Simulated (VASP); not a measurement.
Input of a VASP 6.6.1 run:

The input INCAR:

```
PREC = Accurate ; ENCUT = 520
EDIFF = 1E-6 ; ISMEAR = 0
SIGMA = 0.1 ; LREAL = False
LASPH = True ; NELM = 80
ALGO = Normal ; ISIF = 2
LWAVE = False ; LCHARG = False
GGA = PS ; NBANDS = 37
```

The input KPOINTS:

```
Automatic mesh
0
Gamma
  10 10 10
```

The input POSCAR:

```
Zr2C
1.0
   -2.9406623962      2.9406623962      2.5564036364
    2.9406623962     -2.9406623962      2.5564036364
    2.9406623962      2.9406623962     -2.5564036364
Zr C
4 2
Direct
    0.8278868223      0.6721131777      0.5000000000
    0.3278868223      0.8278868223      0.1557736447
    0.1721131777      0.3278868223      0.5000000000
    0.6721131777      0.1721131777      0.8442263553
    0.7500000000      0.7500000000      0.0000000000
    0.2500000000      0.2500000000      0.0000000000
```

Potentials or basis: VASP PAW PBE potentials, release 64 (Zr_sv, C).

Command:

```bash
$ cat potpaw_PBE.64/Zr_sv/POTCAR potpaw_PBE.64/C/POTCAR > POTCAR
$ mpirun -np 1 vasp_std > vasp.out
```

(1) Predict the pressure.

(2) Estimate the band gap on the k mesh.

Results:

(1) 0.2 GPa.

(2) zero (bands 28 and 29 overlap by 1.00 eV).

Caveat: the PAW data sets were made with another functional, which shifts forces and pressure a little.
